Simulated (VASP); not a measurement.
# Al2Au (Fm-3m) in VASP: notebook

The runs below take Al2Au through single point, with PBE.

Program: VASP 6.6.1. These are calculated values, not measurements. Logs are shortened: lines on timing, memory, paths and dates and some standing lists are left out, and cuts for length are marked.

## (1) The cell of the first run

The structure is cubic, space group Fm-3m (No. 225). The conventional cell has a = 6.061 Å, b = 6.061 Å, c = 6.061 Å, α = 90.00°, β = 90.00°, γ = 90.00°. Within 3.5 Å of Al (site symmetry -43m) lie 4 Au at 2.62 Å and 6 Al at 3.03 Å. Au (site symmetry m-3m) has 8 Al at 2.62 Å within 3.5 Å.

## (2) Single point, PBE

INCAR reads:

```
PREC     = Accurate       # precision mode
ENCUT    = 520            # plane-wave cutoff, eV
EDIFF    = 1E-6           # SCF threshold, eV
ISMEAR   = 0              # smearing method
SIGMA    = 0.1            # smearing width, eV
LREAL    = False          # projectors in reciprocal space
LASPH    = True           # aspherical terms in the spheres
NELM     = 80             # most SCF steps
ALGO     = Fast           # electronic algorithm
ISIF     = 2              # what is computed and relaxed
LWAVE    = False          # write WAVECAR
LCHARG   = False          # write CHGCAR
GGA      = PE             # functional
NBANDS   = 16             # bands
```

KPOINTS reads:

```
Automatic mesh
0
Gamma
  12 12 12
```

POSCAR reads:

```
Al2Au
1.0
    0.0000000000      3.0303902177      3.0303902177
    3.0303902177      0.0000000000      3.0303902177
    3.0303902177      3.0303902177      0.0000000000
Al Au
2 1
Direct
    0.2500000000      0.2500000000      0.2500000000
    0.7500000000      0.7500000000      0.7500000000
    0.0000000000      0.0000000000      0.0000000000
```

Potentials or basis: VASP PAW PBE potentials, release 64 (Al, Au).

Started as:

```sh
> cat potpaw_PBE.64/Al/POTCAR potpaw_PBE.64/Au/POTCAR > POTCAR
> mpirun -np 1 vasp_std > vasp.out
```

OUTCAR:

```text
PREC = Accurate
   ENCUT = 520
   EDIFF = 1E-6
   ISMEAR = 0
   LREAL = False
   LASPH = True
   NELM = 80
   ISIF = 2
   GGA = PE

 ion  position               nearest neighbor table
   1  0.250  0.250  0.250-   3 2.62   3 2.62   3 2.62   3 2.62   2 3.03   2 3.03   2 3.03   2 3.03
                             2 3.03   2 3.03
   2  0.750  0.750  0.750-   3 2.62   3 2.62   3 2.62   3 2.62   1 3.03   1 3.03   1 3.03   1 3.03
                             1 3.03   1 3.03
   3  0.000  0.000  0.000-   2 2.62   2 2.62   2 2.62   1 2.62   2 2.62   1 2.62   1 2.62   1 2.62

  LATTYP: Found a face centered cubic cell.
 ALAT       =     6.0607804354

  Lattice vectors:

 A1 = (   0.0000000000,   3.0303902177,   3.0303902177)
 A2 = (   3.0303902177,   0.0000000000,   3.0303902177)
 A3 = (   3.0303902177,   3.0303902177,   0.0000000000)

Analysis of symmetry for initial positions (statically):
=====================================================================
 Subroutine PRICEL returns:
 Original cell was already a primitive cell.

 Routine SETGRP: Setting up the symmetry group for a
 face centered cubic supercell.

 Subroutine GETGRP returns: Found 48 space group operations
 (whereof 48 operations were pure point group operations)
 out of a pool of 48 trial point group operations.

The static configuration has the point symmetry O_h .

Analysis of symmetry for dynamics (positions and initial velocities):
=====================================================================
 Subroutine PRICEL returns:
 Original cell was already a primitive cell.

 Routine SETGRP: Setting up the symmetry group for a
 face centered cubic supercell.

 Subroutine GETGRP returns: Found 48 space group operations
 (whereof 48 operations were pure point group operations)
 out of a pool of 48 trial point group operations.

The dynamic configuration has the point symmetry O_h .

 Subroutine INISYM returns: Found 48 space group operations
 (whereof 48 operations are pure point group operations),
 and found     1 'primitive' translations

----------------------------------------------------------------------------------------

                                     Primitive cell

  volume of cell :      55.6578

  direct lattice vectors                    reciprocal lattice vectors
     0.000000000  3.030390218  3.030390218    -0.164995253  0.164995253  0.164995253
     3.030390218  0.000000000  3.030390218     0.164995253 -0.164995253  0.164995253
     3.030390218  3.030390218  0.000000000     0.164995253  0.164995253 -0.164995253

  length of vectors
     4.285618945  4.285618945  4.285618945     0.285780161  0.285780161  0.285780161

  position of ions in fractional coordinates (direct lattice)
     0.250000000  0.250000000  0.250000000
     0.750000000  0.750000000  0.750000000
     0.000000000  0.000000000  0.000000000

  ion indices of the primitive-cell ions
   primitive index   ion index
                 1           1
                 2           2
                 3           3

----------------------------------------------------------------------------------------

 KPOINTS: Automatic mesh

Automatic generation of k-mesh.
 Grid dimensions read from file:
 generate k-points for:   12   12   12

 Generating k-lattice:

  Cartesian coordinates                     Fractional coordinates (reciprocal lattice)
    -0.013749604  0.013749604  0.013749604     0.083333333  0.000000000  0.000000000
     0.013749604 -0.013749604  0.013749604     0.000000000  0.083333333  0.000000000
     0.013749604  0.013749604 -0.013749604     0.000000000  0.000000000  0.083333333

  Length of vectors
     0.023815013  0.023815013  0.023815013

  Shift w.r.t. Gamma in fractional coordinates (k-lattice)
     0.000000000  0.000000000  0.000000000

 Subroutine IBZKPT returns following result:
 ===========================================

 Found     72 irreducible k-points:

 Following reciprocal coordinates:
            Coordinates               Weight
  0.000000  0.000000  0.000000      1.000000
  0.083333  0.000000  0.000000      8.000000
  0.166667  0.000000  0.000000      8.000000
  0.250000  0.000000  0.000000      8.000000
  0.333333  0.000000  0.000000      8.000000
  0.416667  0.000000  0.000000      8.000000
[... 16 lines left out ...]
  0.500000  0.166667  0.000000     24.000000
 -0.416667  0.166667  0.000000     24.000000
 [... further k-points ...]
   k-points           NKPTS =     72   k-points in BZ     NKDIM =     72   number of bands    NBANDS=     16
   number of dos      NEDOS =    301   number of ions     NIONS =      3
   total plane-waves  NPLWV =  32768
   dimension x,y,z NGX =    32 NGY =   32 NGZ =   32
   dimension x,y,z NGXF=    64 NGYF=   64 NGZF=   64
   ions per type =               2   1
   NGX,Y,Z   is equivalent  to a cutoff of  12.41, 12.41, 12.41 a.u.
   NGXF,Y,Z  is equivalent  to a cutoff of  24.83, 24.83, 24.83 a.u.
 SYSTEM =  unknown system
   PREC   = accura    normal or accurate (medium, high low for compatibility)
   ISTART =      0    job   : 0-new  1-cont  2-samecut
   ICHARG =      2    charge: 1-file 2-atom 10-const
   ISPIN  =      1    spin polarized calculation?
   LNONCOLLINEAR =      F non collinear calculations
   LSORBIT =      F    spin-orbit coupling
   LASPH  =      T    aspherical Exc in radial PAW
   ENCUT  =  520.0 eV  38.22 Ry    6.18 a.u.   7.97  7.97  7.97*2*pi/ulx,y,z
   NELM   =     80;   NELMIN=  2; NELMDL= -5     # of ELM steps
   EDIFF  = 0.1E-05   stopping-criterion for ELM
   LREAL  =      F    real-space projection
[... 7 lines left out ...]
   TEBEG  =    0.0;   TEEND  =   0.0 temperature during run
   PSTRESS=    0.0 pullay stress
   NELECT =      17.0000    total number of electrons
   NUPDOWN=      -1.0000    fix difference up-down
   EMIN   =  10.00;   EMAX   =-10.00  energy-range for DOS
   EFERMI =   0.00;   METHOD = LEGACY
   ISMEAR =     0;   SIGMA  =   0.10  broadening in eV -4-tet -1-fermi 0-gaus
   EFERMI_NEDOS =   21; number of points for ismear=-14 and -15
   IALGO  =     68    algorithm
   IMIX   =      4    mixing-type and parameters
     AMIX     =   0.40;   BMIX     =  1.00
     AMIX_MAG =   1.60;   BMIX_MAG =  1.00
  volume/ion in A,a.u.               =      18.55       125.20
  Fermi-wavevector in a.u.,A,eV,Ry     =   1.102510  2.083442 16.538270  1.215529
  Thomas-Fermi vector in A             =   2.238954
   LORBIT       =      0    0 simple, 1 ext, 2 COOP (PROOUT), +10 PAW based schemes
   GGA     = PE    functional components
   LHFCALC =     F    Hartree Fock is set to
   AEXX    =    0.0000 exact exchange contribution
   IVDW    =     0    specifies the selected vdW correction
   LEPSILON=     F    determine dielectric tensor
   LRPA    =     F    only Hartree local field effects (RPA)
 non-spin polarized calculation
 RMM-DIIS sequential band-by-band and
 Gauss-broadening in eV      SIGMA  =   0.10
  energy-cutoff  :      520.00
  volume of cell :       55.66
 maximum number of plane-waves:      1524
   NGX = 15   NGY = 15   NGZ = 15

 number of electron      17.0000002 magnetization

 Free energy of the ion-electron system (eV)
  ---------------------------------------------------
  ext. energy  EPLUGINS =         0.00000000
  ---------------------------------------------------
  free energy    TOTEN  =       -12.02424431 eV

  energy without entropy =      -12.01958713  energy(sigma->0) =      -12.02191572

 E-fermi :   7.4608     XC(G=0): -10.3951

 val. band max:        7.4403797604   @ k =   0.5000   0.1667   0.0833
 cond. band min:       7.4752076058   @ k =  -0.2500   0.0833   0.0000
 fundamental gap:      0.0348278453
 Fermi energy:         7.4607844015

 k-point     1 :       0.0000    0.0000    0.0000
  band No.  band energies     occupation
      1      -2.8815      2.00000
      2       1.0171      2.00000
      3       1.0171      2.00000
      4       1.0171      2.00000
      5       1.9423      2.00000
      6       1.9423      2.00000
[... 8 lines left out ...]
     15      13.1058      0.00000
     16      13.1058      0.00000

 k-point     2 :       0.0833    0.0000    0.0000
  band No.  band energies     occupation
      1      -2.7924      2.00000
      2       0.9864      2.00000
      3       1.0396      2.00000
      4       1.0396      2.00000
      5       1.9374      2.00000
      6       1.9374      2.00000
[... 8 lines left out ...]
     15      12.8734      0.00000
     16      12.9242      0.00000

 k-point     3 :       0.1667    0.0000    0.0000
  band No.  band energies     occupation
      1      -2.5297      2.00000
      2       0.9085      2.00000
      3       1.0981      2.00000
      4       1.0981      2.00000
      5       1.9303      2.00000
      6       1.9303      2.00000
[... 8 lines left out ...]
     15      12.8604      0.00000
     16      13.0179      0.00000

 k-point     4 :       0.2500    0.0000    0.0000
  band No.  band energies     occupation
      1      -2.1116      2.00000
      2       0.8230      2.00000
      3       1.1682      2.00000
      4       1.1682      2.00000
      5       1.9398      2.00000
      6       1.9398      2.00000
[... 8 lines left out ...]
     15      13.6858      0.00000
     16      13.7688      0.00000
[... 324 lines left out ...]
 k-point    22 :       0.4167    0.1667    0.0000
  band No.  band energies     occupation
      1      -1.0878      2.00000
      2       0.6472      2.00000
      3       1.3069      2.00000
      4       1.3579      2.00000
      5       1.9127      2.00000
      6       2.0910      2.00000
[... 8 lines left out ...]
     15      16.6008      0.00000
     16      16.9475      0.00000

 k-point    23 :       0.5000    0.1667    0.0000
  band No.  band energies     occupation
      1      -0.6510      2.00000
      2       0.7520      2.00000
      3       1.3294      2.00000
      4       1.3803      2.00000
      5       2.0715      2.00000
      6       2.0769      2.00000
[... 8 lines left out ...]
     15      16.4995      0.00000
     16      17.2790      0.00000

 k-point    24 :      -0.4167    0.1667    0.0000
  band No.  band energies     occupation
      1      -0.5851      2.00000
      2       0.8121      2.00000
      3       1.3733      2.00000
      4       1.3841      2.00000
      5       1.9895      2.00000
      6       1.9999      2.00000
[... 8 lines left out ...]
     15      15.5963      0.00000
     16      16.0672      0.00000

 [... further k-points ...]
[... 5 lines left out ...]
  --------------------------------------------------------------------------------------
  -------------------------------------------------------------------------------------
  Total       -0.0886237     -0.0886237     -0.0886237      0.0000000     -0.0000000     -0.0000000
  in kB       -2.5511433     -2.5511433     -2.5511433      0.0000000     -0.0000000     -0.0000000
  external PRESSURE =      -2.5511433 kB  Pullay stress =       0.0000000 kB

 VOLUME and BASIS-vectors are now :
 -----------------------------------------------------------------------------
  energy-cutoff  :      520.00
  volume of cell :       55.66
      direct lattice vectors                 reciprocal lattice vectors
     0.000000000  3.030390218  3.030390218    -0.164995253  0.164995253  0.164995253
     3.030390218  0.000000000  3.030390218     0.164995253 -0.164995253  0.164995253
     3.030390218  3.030390218  0.000000000     0.164995253  0.164995253 -0.164995253

 POSITION                                       TOTAL-FORCE (eV/Angst)
 -----------------------------------------------------------------------------------
      1.51520      1.51520      1.51520        -0.000000     -0.000000     -0.000000
      4.54559      4.54559      4.54559         0.000000      0.000000     -0.000000
      0.00000      0.00000      0.00000        -0.000000      0.000000      0.000000
 -----------------------------------------------------------------------------------
    total drift:                                0.000000     -0.000000      0.000000

  FREE ENERGIE OF THE ION-ELECTRON SYSTEM (eV)
  ---------------------------------------------------
  free  energy   TOTEN  =       -12.0242443105 eV

  energy  without entropy=      -12.0195871308  energy(sigma->0) =      -12.02191572
```

Run time: 22 s. Hardware: 1 thread of Intel Xeon 6975P-C (Granite Rapids), shared host; peak memory 0.21 GiB.

Results:

```
Free energy            : -12.0242 eV
Pressure               : -0.3 GPa
Band gap on the k mesh : zero (an odd number of electrons rules out a gap without spin polarisation)
```

Caveat: spin-orbit coupling is left out, which moves the levels of the heavy elements.

## (3) Single point, PBE

INCAR reads:

```
SYSTEM = Al2Au
PREC = Accurate
ENCUT = 520
EDIFF = 1E-6
ISMEAR = 0
SIGMA = 0.1
LREAL = .False.
LASPH = .True.
NELM = 80
ALGO = Fast
ISIF = 2
LWAVE = .False.
LCHARG = .False.
GGA = PE
NBANDS = 16
ISYM = 0
```

KPOINTS reads:

```
Automatic mesh
0
Gamma
  9 9 10
  0 0 0
```

POSCAR reads:

```
Al2Au
1.0
    4.2856189452      0.0000000000      0.0000000000
   -2.1428094726      3.7114548774      0.0000000000
    2.1428094726      1.2371516258      3.4991932159
Al Au
2 1
Direct
    0.5000000000      0.7500000000      0.7500000000
    0.5000000000      0.2500000000      0.2500000000
    0.0000000000      0.0000000000      0.0000000000
```

Potentials or basis: VASP PAW PBE potentials, release 64 (Al, Au).

Started as:

```sh
> cat potpaw_PBE.64/Al/POTCAR potpaw_PBE.64/Au/POTCAR > POTCAR
> mpirun -np 1 vasp_std > vasp.out
```

Wall time 1.7 min (1 thread of Intel Xeon 6975P-C (Granite Rapids), shared host); peak memory 0.46 GiB.

Results (log left out):

| Quantity | Value |
| --- | --- |
| Free energy | -12.0258 eV |
| Pressure | -0.3 GPa |
| Band gap on the k mesh | zero (an odd number of electrons rules out a gap without spin polarisation) |

Levels at points of the mesh, in eV from the Fermi level:
```csv
k point,band 7,band 8,band 9,band 10,band 11,band 12
"(0.00, 0.00, 0.00)",2.00,2.92,2.92,2.92,3.75,3.75
"(0.00, 0.00, 0.50)",-5.36,0.35,0.35,3.20,3.33,3.69
```

Caveat: spin-orbit coupling is left out, which moves the levels of the heavy elements.
